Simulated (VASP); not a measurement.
# GaN (P6_3mc) in VASP: notebook

The runs below take GaN through single point, with LDA.

Program: VASP 6.6.1. These are calculated values, not measurements. Logs are shortened: lines on timing, memory, paths and dates and some standing lists are left out, and cuts for length are marked.

## 1. The cell of the first run

The structure is hexagonal, space group P6_3mc (No. 186). The conventional cell has a = 3.162 Å, b = 3.162 Å, c = 5.155 Å, α = 90.00°, β = 90.00°, γ = 120.00°. Within 2.6 Å of Ga (site symmetry 3m) lie 4 N at 1.93 to 1.94 Å. N (site symmetry 3m) has 4 Ga at 1.93 to 1.94 Å within 2.6 Å.

## 2. Single point, LDA

Input file INCAR:

```
PREC = Accurate ; ENCUT = 1330
EDIFF = 1E-6 ; ISMEAR = 0
SIGMA = 0.01 ; LREAL = False
LASPH = True ; NELM = 120
ALGO = Normal ; ISIF = 2
LWAVE = False ; LCHARG = True
GGA = CA ; LELF = True
LVHAR = True ; NBANDS = 26
GGA_COMPAT = False
```

Input file KPOINTS:

```
regular mesh
0
Gamma
  8 8 4
```

Input file POSCAR:

```
GaN
1.0
    3.1622520369      0.0000000000      0.0000000000
   -1.5811260184      2.7385905971      0.0000000000
    0.0000000000      0.0000000000      5.1550860067
Ga N
2 2
Direct
    0.3333333333      0.6666666667     -0.0007252486
    0.6666666667      0.3333333333      0.4992747514
    0.3333333333      0.6666666667      0.3757252486
    0.6666666667      0.3333333333      0.8757252486
```

Potentials or basis: VASP PAW LDA potentials, release 64 (Ga_d, N_h).

The run is started by

```bash
cat potpaw_LDA.64/Ga_d/POTCAR potpaw_LDA.64/N_h/POTCAR > POTCAR
mpirun -np 1 vasp_std > vasp.out
```

OUTCAR:

```text
PREC = Accurate
   ENCUT = 1330
   EDIFF = 1E-6
   ISMEAR = 0
   LREAL = False
   LASPH = True
   NELM = 120
   ISIF = 2
   GGA = CA

 ion  position               nearest neighbor table
   1  0.333  0.667  0.999-   4 1.93   4 1.93   4 1.93   3 1.94
   2  0.667  0.333  0.499-   3 1.93   3 1.93   3 1.93   4 1.94
   3  0.333  0.667  0.376-   2 1.93   2 1.93   2 1.93   1 1.94
   4  0.667  0.333  0.876-   1 1.93   1 1.93   1 1.93   2 1.94

  LATTYP: Found a hexagonal cell.
 ALAT       =     3.1622520369
 C/A-ratio  =     1.6301945406

  Lattice vectors:

 A1 = (   3.1622520369,   0.0000000000,   0.0000000000)
 A2 = (  -1.5811260184,   2.7385905971,   0.0000000000)
 A3 = (   0.0000000000,   0.0000000000,   5.1550860067)

Analysis of symmetry for initial positions (statically):
=====================================================================
 Subroutine PRICEL returns:
 Original cell was already a primitive cell.

 Routine SETGRP: Setting up the symmetry group for a
 hexagonal supercell.

 Subroutine GETGRP returns: Found 12 space group operations
 (whereof  6 operations were pure point group operations)
 out of a pool of 24 trial point group operations.

The static configuration has the point symmetry C_3v.
 The point group associated with its full space group is C_6v.

Analysis of symmetry for dynamics (positions and initial velocities):
=====================================================================
 Subroutine PRICEL returns:
 Original cell was already a primitive cell.

 Routine SETGRP: Setting up the symmetry group for a
 hexagonal supercell.

 Subroutine GETGRP returns: Found 12 space group operations
 (whereof  6 operations were pure point group operations)
 out of a pool of 24 trial point group operations.

The dynamic configuration has the point symmetry C_3v.
 The point group associated with its full space group is C_6v.

 Subroutine INISYM returns: Found 12 space group operations
 (whereof  6 operations are pure point group operations),
 and found     1 'primitive' translations

----------------------------------------------------------------------------------------

                                     Primitive cell

  volume of cell :      44.6436

  direct lattice vectors                    reciprocal lattice vectors
     3.162252037  0.000000000  0.000000000     0.316230328  0.182575665  0.000000000
    -1.581126018  2.738590597  0.000000000     0.000000000  0.365151330  0.000000000
     0.000000000  0.000000000  5.155086007     0.000000000  0.000000000  0.193983185

  length of vectors
     3.162252037  3.162252037  5.155086007     0.365151330  0.365151330  0.193983185

  position of ions in fractional coordinates (direct lattice)
     0.333333333  0.666666667  0.999274751
     0.666666667  0.333333333  0.499274751
     0.333333333  0.666666667  0.375725249
     0.666666667  0.333333333  0.875725249

  ion indices of the primitive-cell ions
   primitive index   ion index
                 1           1
                 2           2
                 3           3
                 4           4

----------------------------------------------------------------------------------------

 KPOINTS: regular mesh

Automatic generation of k-mesh.
 Grid dimensions read from file:
 generate k-points for:    8    8    4

 Generating k-lattice:

  Cartesian coordinates                     Fractional coordinates (reciprocal lattice)
     0.039528791  0.022821958  0.000000000     0.125000000  0.000000000  0.000000000
     0.000000000  0.045643916  0.000000000     0.000000000  0.125000000  0.000000000
     0.000000000  0.000000000  0.048495796     0.000000000  0.000000000  0.250000000

  Length of vectors
     0.045643916  0.045643916  0.048495796

  Shift w.r.t. Gamma in fractional coordinates (k-lattice)
     0.000000000  0.000000000  0.000000000

 Subroutine IBZKPT returns following result:
 ===========================================

 Found     30 irreducible k-points:

 Following reciprocal coordinates:
            Coordinates               Weight
  0.000000  0.000000  0.000000      1.000000
  0.125000  0.000000  0.000000      6.000000
  0.250000  0.000000  0.000000      6.000000
  0.375000  0.000000  0.000000      6.000000
  0.500000  0.000000  0.000000      3.000000
  0.125000  0.125000  0.000000      6.000000
[... 16 lines left out ...]
  0.250000  0.000000  0.500000      6.000000
  0.375000  0.000000  0.500000      6.000000
 [... further k-points ...]
   k-points           NKPTS =     30   k-points in BZ     NKDIM =     30   number of bands    NBANDS=     26
   number of dos      NEDOS =    301   number of ions     NIONS =      4
   total plane-waves  NPLWV = 102400
   dimension x,y,z NGX =    40 NGY =   40 NGZ =   64
   dimension x,y,z NGXF=    80 NGYF=   80 NGZF=  128
   ions per type =               2   2
   NGX,Y,Z   is equivalent  to a cutoff of  21.03, 21.03, 20.64 a.u.
   NGXF,Y,Z  is equivalent  to a cutoff of  42.06, 42.06, 41.28 a.u.
 SYSTEM =  unknown system
   PREC   = accura    normal or accurate (medium, high low for compatibility)
   ISTART =      0    job   : 0-new  1-cont  2-samecut
   ICHARG =      2    charge: 1-file 2-atom 10-const
   ISPIN  =      1    spin polarized calculation?
   LNONCOLLINEAR =      F non collinear calculations
   LSORBIT =      F    spin-orbit coupling
   LASPH  =      T    aspherical Exc in radial PAW
   ENCUT  = 1330.0 eV  97.75 Ry    9.89 a.u.   9.40  9.40 15.33*2*pi/ulx,y,z
   NELM   =    120;   NELMIN=  2; NELMDL= -5     # of ELM steps
   EDIFF  = 0.1E-05   stopping-criterion for ELM
   LREAL  =      F    real-space projection
   EDIFFG = 0.1E-04   stopping-criterion for IOM
   NSW    =      0    number of steps for IOM
   IBRION =     -1    ionic relax: 0-MD 1-quasi-New 2-CG
   NFREE  =      0    steps in history (QN), initial steepest desc. (CG)
   ISIF   =      2    stress and relaxation
   ISYM   =      2    0-nonsym 1-usesym 2-fastsym
   POTIM  = 0.5000    time-step for ionic-motion
   TEBEG  =    0.0;   TEEND  =   0.0 temperature during run
   PSTRESS=    0.0 pullay stress
   NELECT =      36.0000    total number of electrons
   NUPDOWN=      -1.0000    fix difference up-down
   EMIN   =  10.00;   EMAX   =-10.00  energy-range for DOS
   EFERMI =   0.00;   METHOD = LEGACY
   ISMEAR =     0;   SIGMA  =   0.01  broadening in eV -4-tet -1-fermi 0-gaus
   EFERMI_NEDOS =   21; number of points for ismear=-14 and -15
   IALGO  =     38    algorithm
   IMIX   =      4    mixing-type and parameters
     AMIX     =   0.40;   BMIX     =  1.00
     AMIX_MAG =   1.60;   BMIX_MAG =  1.00
  volume/ion in A,a.u.               =      11.16        75.32
  Fermi-wavevector in a.u.,A,eV,Ry     =   1.523781  2.879528 31.591475  2.321908
  Thomas-Fermi vector in A             =   2.632177
   LORBIT       =      0    0 simple, 1 ext, 2 COOP (PROOUT), +10 PAW based schemes
   GGA     = CA    functional components
   LHFCALC =     F    Hartree Fock is set to
   AEXX    =    0.0000 exact exchange contribution
   IVDW    =     0    specifies the selected vdW correction
   LEPSILON=     F    determine dielectric tensor
   LRPA    =     F    only Hartree local field effects (RPA)
 non-spin polarized calculation
 Gauss-broadening in eV      SIGMA  =   0.01
  energy-cutoff  :     1330.00
  volume of cell :       44.64
 maximum number of plane-waves:      4938
 NGX is ok and might be reduce to    40
   NGX = 19   NGY = 19   NGZ = 31

 number of electron      36.0000000 magnetization

 Free energy of the ion-electron system (eV)
  ---------------------------------------------------
  ext. energy  EPLUGINS =         0.00000000
  ---------------------------------------------------
  free energy    TOTEN  =       -27.91656907 eV

  energy without entropy =      -27.91656907  energy(sigma->0) =      -27.91656907

 E-fermi :   5.7329     XC(G=0): -12.2605

 val. band max:        5.6439069525   @ k =   0.0000   0.0000   0.0000
 cond. band min:       7.7250518664   @ k =   0.0000   0.0000   0.0000
 fundamental gap:      2.0811449139
 Fermi energy:         5.7328824249

 k-point     1 :       0.0000    0.0000    0.0000
  band No.  band energies     occupation
      1     -10.4087      2.00000
      2      -9.4630      2.00000
      3      -7.9328      2.00000
      4      -7.9159      2.00000
      5      -7.9159      2.00000
      6      -7.8508      2.00000
[... 18 lines left out ...]
     25      17.3503      0.00000
     26      17.3503      0.00000

 k-point     2 :       0.1250    0.0000    0.0000
  band No.  band energies     occupation
      1     -10.2497      2.00000
      2      -9.4248      2.00000
      3      -7.9149      2.00000
      4      -7.8930      2.00000
      5      -7.8673      2.00000
      6      -7.8304      2.00000
[... 18 lines left out ...]
     25      16.8832      0.00000
     26      17.6781      0.00000

 k-point     3 :       0.2500    0.0000    0.0000
  band No.  band energies     occupation
      1      -9.8787      2.00000
      2      -9.3535      2.00000
      3      -7.8738      2.00000
      4      -7.8527      2.00000
      5      -7.7868      2.00000
      6      -7.7414      2.00000
[... 18 lines left out ...]
     25      17.0469      0.00000
     26      18.3914      0.00000

 k-point     4 :       0.3750    0.0000    0.0000
  band No.  band energies     occupation
      1      -9.5691      2.00000
      2      -9.3094      2.00000
      3      -7.8613      2.00000
      4      -7.8377      2.00000
      5      -7.7475      2.00000
      6      -7.6869      2.00000
[... 18 lines left out ...]
     25      17.5022      0.00000
     26      18.9005      0.00000
[... 496 lines left out ...]
      1      -9.7164      2.00000
      2      -9.7164      2.00000
      3      -7.8781      2.00000
      4      -7.8781      2.00000
      5      -7.8651      2.00000
      6      -7.8651      2.00000
[... 18 lines left out ...]
     25      16.4304      0.00000
     26      16.4304      0.00000

 k-point    23 :       0.2500    0.0000    0.5000
  band No.  band energies     occupation
      1      -9.5129      2.00000
      2      -9.5129      2.00000
      3      -7.8499      2.00000
      4      -7.8499      2.00000
      5      -7.7995      2.00000
      6      -7.7995      2.00000
[... 18 lines left out ...]
     25      17.2427      0.00000
     26      17.2427      0.00000

 k-point    24 :       0.3750    0.0000    0.5000
  band No.  band energies     occupation
      1      -9.3708      2.00000
      2      -9.3708      2.00000
      3      -7.8594      2.00000
      4      -7.8594      2.00000
      5      -7.7477      2.00000
      6      -7.7477      2.00000
[... 18 lines left out ...]
     25      17.7516      0.00000
     26      17.7516      0.00000

 [... further k-points ...]

------------------------ aborting loop because EDIFF is reached ----------------------------------------

  FORCE on cell =-STRESS in cart. coord.  units (eV):
  Direction    XX          YY          ZZ          XY          YZ          ZX
  --------------------------------------------------------------------------------------
  -------------------------------------------------------------------------------------
  Total       -0.1999859     -0.1999859     -0.2045248     -0.0000000      0.0000000      0.0000000
  in kB       -7.1771241     -7.1771241     -7.3400177     -0.0000000      0.0000000      0.0000000
  external PRESSURE =      -7.2314219 kB  Pullay stress =       0.0000000 kB

 VOLUME and BASIS-vectors are now :
 -----------------------------------------------------------------------------
  energy-cutoff  :     1330.00
  volume of cell :       44.64
      direct lattice vectors                 reciprocal lattice vectors
     3.162252037  0.000000000  0.000000000     0.316230328  0.182575665  0.000000000
    -1.581126018  2.738590597  0.000000000     0.000000000  0.365151330  0.000000000
     0.000000000  0.000000000  5.155086007     0.000000000  0.000000000  0.193983185

 POSITION                                       TOTAL-FORCE (eV/Angst)
 -----------------------------------------------------------------------------------
     -0.00000      1.82573      5.15135         0.000000     -0.000000      0.001154
      1.58113      0.91286      2.57380        -0.000000      0.000000      0.001154
     -0.00000      1.82573      1.93690        -0.000000      0.000000     -0.001154
      1.58113      0.91286      4.51444         0.000000     -0.000000     -0.001154
 -----------------------------------------------------------------------------------
    total drift:                               -0.000000      0.000000      0.000429

  FREE ENERGIE OF THE ION-ELECTRON SYSTEM (eV)
  ---------------------------------------------------
  free  energy   TOTEN  =       -27.9165690746 eV

  energy  without entropy=      -27.9165690746  energy(sigma->0) =      -27.91656907
```

Run time: 1.9 min. Hardware: 1 thread of AMD EPYC 7R43 (Zen 3), shared host; peak memory 0.3 GiB.

What came out:

| Property | Result |
| --- | --- |
| Free energy | -27.9166 eV |
| Pressure | -0.7 GPa |
| Band gap on the k mesh | 2.08 eV |

## 3. Single point, LDA

This run uses another cell than the first one, of 10.36 Å³/atom.

Input file INCAR:

```
SYSTEM = GaN
PREC = Accurate
ENCUT = 1330
EDIFF = 1E-6
ISMEAR = 0
SIGMA = 0.01
LREAL = .False.
LASPH = .True.
NELM = 120
ALGO = Normal
ISIF = 2
LWAVE = .False.
LCHARG = .False.
NBANDS = 26
GGA_COMPAT = .False.
```

Input file KPOINTS:

```
Automatic mesh
0
Gamma
  8 8 4
  0 0 0
```

Input file POSCAR:

```
GaN
1.0
    3.0844851578      0.0000000000      0.0000000000
   -1.5422425789      2.6712425043      0.0000000000
    0.0000000000      0.0000000000      5.0304960996
Ga N
2 2
Direct
    0.3333333333      0.6666666667     -0.0005607598
    0.6666666667      0.3333333333      0.4994392402
    0.3333333333      0.6666666667      0.3755607598
    0.6666666667      0.3333333333      0.8755607598
```

Potentials or basis: VASP PAW LDA potentials, release 64 (Ga_d, N_h).

The run is started by

```bash
cat potpaw_LDA.64/Ga_d/POTCAR potpaw_LDA.64/N_h/POTCAR > POTCAR
mpirun -np 1 vasp_std > vasp.out
```

OUTCAR:

```text
SYSTEM = GaN
   PREC = Accurate
   ENCUT = 1330
   EDIFF = 1E-6
   ISMEAR = 0
   LREAL = .False.
   LASPH = .True.
   NELM = 120
   ISIF = 2

 ion  position               nearest neighbor table
   1  0.333  0.667  0.999-   4 1.89   4 1.89   4 1.89   3 1.89
   2  0.667  0.333  0.499-   3 1.89   3 1.89   3 1.89   4 1.89
   3  0.333  0.667  0.376-   2 1.89   2 1.89   2 1.89   1 1.89
   4  0.667  0.333  0.876-   1 1.89   1 1.89   1 1.89   2 1.89

  LATTYP: Found a hexagonal cell.
 ALAT       =     3.0844851578
 C/A-ratio  =     1.6309030007

  Lattice vectors:

 A1 = (   3.0844851578,   0.0000000000,   0.0000000000)
 A2 = (  -1.5422425789,   2.6712425043,   0.0000000000)
 A3 = (   0.0000000000,   0.0000000000,   5.0304960996)

Analysis of symmetry for initial positions (statically):
=====================================================================
 Subroutine PRICEL returns:
 Original cell was already a primitive cell.

 Routine SETGRP: Setting up the symmetry group for a
 hexagonal supercell.

 Subroutine GETGRP returns: Found 12 space group operations
 (whereof  6 operations were pure point group operations)
 out of a pool of 24 trial point group operations.
[... 165 lines left out ...]
  ---------------------------------------------------
  free energy    TOTEN  =       -27.77183748 eV

  energy without entropy =      -27.77183748  energy(sigma->0) =      -27.77183748

 E-fermi :   6.6459     XC(G=0): -12.6670

 val. band max:        6.5459787526   @ k =   0.0000   0.0000   0.0000
 cond. band min:       9.1239831265   @ k =   0.0000   0.0000   0.0000
 fundamental gap:      2.5780043738
 Fermi energy:         6.6459485594

 k-point     1 :       0.0000    0.0000    0.0000
  band No.  band energies     occupation
      1     -10.2011      2.00000
      2      -8.9962      2.00000
      3      -7.1385      2.00000
      4      -7.1175      2.00000
      5      -7.1175      2.00000
      6      -7.0357      2.00000
[... 685 lines left out ...]
     25      19.2181      0.00000
     26      19.2181      0.00000

 [... further k-points ...]
[... 5 lines left out ...]
  --------------------------------------------------------------------------------------
  -------------------------------------------------------------------------------------
  Total        4.2075574      4.2075574      4.2141866      0.0000000      0.0000000     -0.0000000
  in kB      162.6424165    162.6424165    162.8986648      0.0000000      0.0000000     -0.0000000
  external PRESSURE =     162.7278326 kB  Pullay stress =       0.0000000 kB

 VOLUME and BASIS-vectors are now :
 -----------------------------------------------------------------------------
  energy-cutoff  :     1330.00
  volume of cell :       41.45
      direct lattice vectors                 reciprocal lattice vectors
     3.084485158  0.000000000  0.000000000     0.324203213  0.187178813  0.000000000
    -1.542242579  2.671242504  0.000000000     0.000000000  0.374357625  0.000000000
     0.000000000  0.000000000  5.030496100     0.000000000  0.000000000  0.198787551

 POSITION                                       TOTAL-FORCE (eV/Angst)
 -----------------------------------------------------------------------------------
     -0.00000      1.78083      5.02768         0.000000      0.000000      0.001369
      1.54224      0.89041      2.51243        -0.000000      0.000000      0.001369
     -0.00000      1.78083      1.88926        -0.000000      0.000000     -0.001369
      1.54224      0.89041      4.40450         0.000000     -0.000000     -0.001369
 -----------------------------------------------------------------------------------
    total drift:                               -0.000000      0.000000     -0.000005

  FREE ENERGIE OF THE ION-ELECTRON SYSTEM (eV)
  ---------------------------------------------------
  free  energy   TOTEN  =       -27.7718374834 eV

  energy  without entropy=      -27.7718374834  energy(sigma->0) =      -27.77183748
```

OSZICAR:

```text
N       E                     dE             d eps       ncg     rms          rms(c)
DAV:   1     0.415168849881E+03    0.41517E+03   -0.30139E+04  1708   0.466E+03
DAV:   2     0.392286604407E+02   -0.37594E+03   -0.35448E+03  1600   0.795E+02
DAV:   3    -0.274687754957E+02   -0.66697E+02   -0.64759E+02  1844   0.211E+02
DAV:   4    -0.320340118762E+02   -0.45652E+01   -0.45057E+01  1902   0.523E+01
DAV:   5    -0.321611971850E+02   -0.12719E+00   -0.12677E+00  1976   0.797E+00    0.111E+01
DAV:   6    -0.277961929863E+02    0.43650E+01   -0.96980E+00  2662   0.534E+01    0.265E+00
DAV:   7    -0.278303840023E+02   -0.34191E-01   -0.14802E+00  1656   0.832E+00    0.195E+00
DAV:   8    -0.277872406041E+02    0.43143E-01   -0.18423E-01  2630   0.542E+00    0.821E-01
DAV:   9    -0.277714995324E+02    0.15741E-01   -0.64276E-02  2606   0.448E+00    0.935E-02
DAV:  10    -0.277718409071E+02   -0.34137E-03   -0.50663E-03  1844   0.683E-01    0.491E-02
DAV:  11    -0.277718367935E+02    0.41136E-05   -0.28149E-04  1960   0.181E-01    0.973E-03
DAV:  12    -0.277718379592E+02   -0.11657E-05   -0.29312E-05  2092   0.103E-01    0.575E-03
DAV:  13    -0.277718374834E+02    0.47587E-06   -0.37781E-06  1514   0.355E-02
   1 F= -.27771837E+02 E0= -.27771837E+02  d E =-.174148E-47
```

Run time: 97 s. Hardware: 1 thread of Intel Xeon Platinum 8488C (Sapphire Rapids), shared host; peak memory 0.31 GiB.

Results:

```yaml
Free_energy: -27.7718 eV
Pressure: 16.3 GPa
Band_gap_on_the_k_mesh: 2.58 eV
```

Caveat: the cell stands under pressure.
